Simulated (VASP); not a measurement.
# ScB2Sb3: relaxation of cell and atoms with PBE

Crystal: ScB2Sb3.

```
Sc B Sb
1.0
     3.26572   -4.97997    0.00000
     3.26572    4.97997    0.00000
     0.00000    0.00000    3.25069
Sc B Sb
1 2 3
Direct
  0.50000 0.50000 0.00000
  0.21563 0.78437 0.00000
  0.78437 0.21563 0.00000
  0.00000 0.00000 0.00000
  0.50000 0.00000 0.50000
  0.00000 0.50000 0.50000
```

The cell was generated, and may not be a known phase.

```json
{
 "Program": "VASP 6.6.1",
 "Task": "relaxation of cell and atoms",
 "Functional": "PBE",
 "Potentials or basis": "VASP PAW PBE potentials, release 64 (Sc_sv, B, Sb)",
 "Cutoff": "600 eV",
 "k mesh": "4 × 4 × 6",
 "Occupations": "gaussian, width 0.1 eV",
 "Spin": "no spin polarisation",
 "Dipole correction": "no",
 "Further INCAR settings": "ALGO = Fast; EDIFF = 1e-06; IBRION = 2; EDIFFG = -0.04; NSW = 90; ISIF = 3"
}
```

```yaml
Relaxed_volume: 19.55 Å³/atom
Relaxed_cell: a = 6.000 Å, b = 6.000 Å, c = 3.487 Å, α = 90.00°, β = 90.00°, γ = 110.81°
Space_group_after_relaxing_to_0.1_Å: Cmmm (No. 65)
Energy_gained_by_relaxing: 167.7 meV/atom
Ionic_steps: 19
Pressure_after_relaxing: 0.0 GPa
Largest_force_after_relaxing: 0.008 eV/Å
Band_gap_on_the_k_mesh: zero (bands 16 and 17 overlap by 2.13 eV)
```

Forces in eV/Å, atoms in the order of the input:
```
Sc   0.000  0.000  0.000
B    0.000  0.008  0.000
B    0.000 -0.008  0.000
Sb   0.000  0.000  0.000
Sb   0.000  0.000  0.000
Sb   0.000  0.000  0.000
```

Stress tensor (GPa, compression positive):
```
 0.22  0.00  0.00
 0.00 -0.15  0.00
 0.00  0.00 -0.07
```

The path:
| step | energy change (eV) | largest force (eV/Å) | pressure (GPa) | volume (Å³) |
| --- | --- | --- | --- | --- |
| 1 | 0.0000 | 1.7284 | 13.48 | 105.73 |
| 2 | -0.3272 | 0.3881 | -5.54 | 130.07 |
| 3 | -0.6355 | 0.7790 | 0.32 | 118.76 |
| 4 | -0.6415 | 0.6811 | -1.04 | 120.72 |
| 5 | -0.6418 | 0.6980 | -0.80 | 120.37 |
| 6 | -0.6919 | 0.6036 | -0.48 | 119.42 |
| 7 | -0.7802 | 0.4430 | 0.97 | 116.56 |
| 8 | -0.8219 | 0.4073 | 0.46 | 116.91 |
| 9 | -0.9294 | 0.3078 | -0.48 | 117.92 |
| 10 | -0.9390 | 0.5769 | -1.36 | 119.81 |
| 11 | -0.9859 | 0.0876 | -0.98 | 118.73 |
| 12 | -0.9913 | 0.0997 | -1.18 | 119.10 |
| 13 | -0.9917 | 0.0458 | -1.13 | 119.01 |
| 14 | -0.9967 | 0.2374 | 0.41 | 116.85 |
| 15 | -1.0002 | 0.1550 | -0.21 | 117.67 |
| 16 | -1.0033 | 0.1001 | -0.09 | 117.47 |
| 17 | -1.0049 | 0.0320 | 0.06 | 117.23 |
| 18 | -1.0049 | 0.0241 | 0.08 | 117.19 |
| 19 | -1.0061 | 0.0080 | 0.00 | 117.32 |

Final structure:
```
CELL_PARAMETERS angstrom
3.40627 -4.93900 0.00000
3.40627 4.93900 0.00000
0.00000 0.00000 3.48684
ATOMIC_POSITIONS crystal
Sc 0.50000 0.50000 0.00000
B 0.25320 0.74680 0.00000
B 0.74680 0.25320 0.00000
Sb 0.00000 0.00000 0.00000
Sb 0.50000 0.00000 0.50000
Sb 0.00000 0.50000 0.50000
```

Levels at points of the mesh, in eV from the Fermi level:
```tsv
k point	band 12	band 13	band 14	band 15	band 16	band 17	band 18	band 19	band 20
(0.00, 0.00, 0.00)	-2.03	-1.81	-1.48	0.30	0.40	1.63	1.72	1.91	2.66
(0.50, 0.00, 0.00)	-1.80	-1.67	-1.24	-0.56	0.74	0.84	1.51	1.61	1.67
(0.50, 0.50, 0.00)	-2.27	-1.63	-1.56	-0.60	-0.31	0.37	0.82	1.27	2.49
(0.00, 0.00, 0.50)	-2.84	-2.51	-2.17	-2.01	-1.65	-0.34	1.09	1.09	1.61
(0.50, 0.00, 0.50)	-2.75	-2.72	-2.50	-2.20	-1.89	-1.06	0.37	0.86	1.07
(0.50, 0.50, 0.50)	-4.49	-1.84	-0.03	-0.01	0.19	0.21	0.70	0.81	0.86
```

Wall time 59 min on 1 thread of Oxide Virtual Turin-like Processor, with other jobs on the host, peak memory 0.28 GiB.

Caveat: spin-orbit coupling is left out, which moves the levels of the heavy elements.
